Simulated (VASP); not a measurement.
A run of VASP 6.6.1:

File POSCAR:

```
Sb
1.0
    2.1706020527      1.2531976795      3.8710910875
   -2.1706020527      1.2531976795      3.8710910875
    0.0000000000     -2.5063953589      3.8710910875
Sb
2
Direct
    0.2313018333      0.2313018333      0.2313018333
    0.7686981667      0.7686981667      0.7686981667
```

The input INCAR.step1:

```
ALGO = Normal
EDIFF = 1E-4
ENCUT = 520
GGA = PE
ISMEAR = 0
LASPH = T
LCHARG = F
LREAL = F
LWAVE = T
NBANDS = 12
NELM = 60
PREC = Accurate
SIGMA = 0.1
```

The input INCAR.step2:

```
ALGO = Normal
EDIFF = 1E-6
ENCUT = 520
ISIF = 2
ISMEAR = 0
ISTART = 1
LASPH = T
LCHARG = F
LMIXTAU = T
LREAL = F
LWAVE = F
METAGGA = R2SCAN
NBANDS = 12
NELM = 60
PREC = Accurate
SIGMA = 0.1
```

Contents of KPOINTS:

```
k-points
0
Gamma
  9 9 9
```

Potentials or basis: VASP PAW PBE potentials, release 64 (Sb).

Run with:

```sh
$ cat potpaw_PBE.64/Sb/POTCAR > POTCAR
$ cp INCAR.step1 INCAR
$ mpirun -np 1 vasp_std > vasp.out
$ cp INCAR.step2 INCAR
$ mpirun -np 1 vasp_std > vasp.out
```

Hardware: 1 thread of Intel(R) Xeon(R) 6975P-C (Granite Rapids), with other jobs on the host.

Task: Estimate the wall time of this run.

Result: Wall time 110 s on 1 thread of Intel(R) Xeon(R) 6975P-C (Granite Rapids), on a shared host, peak memory 0.24 GiB. Counts: k points 85.
